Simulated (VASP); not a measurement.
Input of a VASP 6.6.1 run:

INCAR

```
ALGO = Normal
EDIFF = 1E-6
ENCUT = 520
GGA = PE
ISIF = 2
ISMEAR = -1
LASPH = True
LCHARG = False
LREAL = False
LWAVE = False
NBANDS = 25
NELM = 100
PREC = Accurate
SIGMA = 0.02
```

File KPOINTS:

```
k-points
0
Gamma
  6 6 6
```

Contents of POSCAR:

```
CO2
1.0
    4.1925575246      0.0000000000      0.0000000000
    0.0000000000      4.1925575246      0.0000000000
    0.0000000000      0.0000000000      4.6051154204
C O
2 4
Direct
    0.5000000000      0.5000000000      0.5000000000
    0.0000000000      0.0000000000      0.0000000000
    0.3042678613      0.6957321387      0.5000000000
    0.6957321387      0.3042678613      0.5000000000
    0.1957321387      0.1957321387      0.0000000000
    0.8042678613      0.8042678613      0.0000000000
```

Potentials or basis: VASP PAW PBE potentials, release 64 (C, O).

Command:

```sh
$ cat potpaw_PBE.64/C/POTCAR potpaw_PBE.64/O/POTCAR > POTCAR
$ mpirun -np 1 vasp_std > vasp.out
```

(1) What does it give for the largest force?

(2) Estimate the band gap on the k mesh.

(3) Estimate the pressure.

Results:

(1) 1.441 eV/Å.

(2) 6.66 eV (least direct gap 7.16 eV).

(3) 6.6 GPa.

Caveat: the stress differs along the axes, from 2 to 9 GPa; this functional lacks dispersion, which holds the molecules together, so the pressure and a relaxed volume are unreliable; forces of over 1 eV/Å act on the atoms, so gaps and moduli don't describe the material at rest.
